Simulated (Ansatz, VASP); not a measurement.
Two plane-wave programs on Hf3F

```
CELL_PARAMETERS angstrom
3.08291 0.00000 0.00000
0.00000 3.08291 0.00000
0.00000 0.00000 21.09278
ATOMIC_POSITIONS crystal
Hf 0.50000 0.50000 0.18964
Hf 0.00000 0.00000 0.28673
Hf 0.50000 0.50000 0.38368
F 0.87500 0.87500 0.50078
```

Alike in both runs: task single point; functional LDA; k mesh 9 × 9 × 1; occupations gaussian, width 0.1 eV; no spin polarisation.

|  | VASP | Ansatz |
| --- | --- | --- |
| version | VASP 6.6.1 | Ansatz 0.2.0 |
| potentials or method | VASP PAW LDA potentials, release 64 (Hf_pv, F), cutoff 520 eV | scalar-relativistic, plane waves, PAW |
| valence electrons in the cell | 37 | 85 |

|  | VASP | Ansatz | Ansatz less VASP |
| --- | --- | --- | --- |
| gap on the k mesh at the Fermi level (eV) | none | none | - |
| rms of the force components (eV/Å) | 1.425 | 1.429 | +0.0040 |
| work function, face that differs most (eV) | 10.78 | 10.77 | -0.006 |

LDA's correlation is that of Perdew and Zunger in VASP and of Perdew and Wang (1992) in Ansatz. Atom by atom the forces differ by 0.005 eV/Å (rms over components). A gap of «none» marks a metal or a gap that the smearing closes. VASP's potentials hold 37 valence electrons a cell and Ansatz's 85, so a difference there can come from the potentials and not from the codes.

Neither program's run includes spin-orbit coupling.
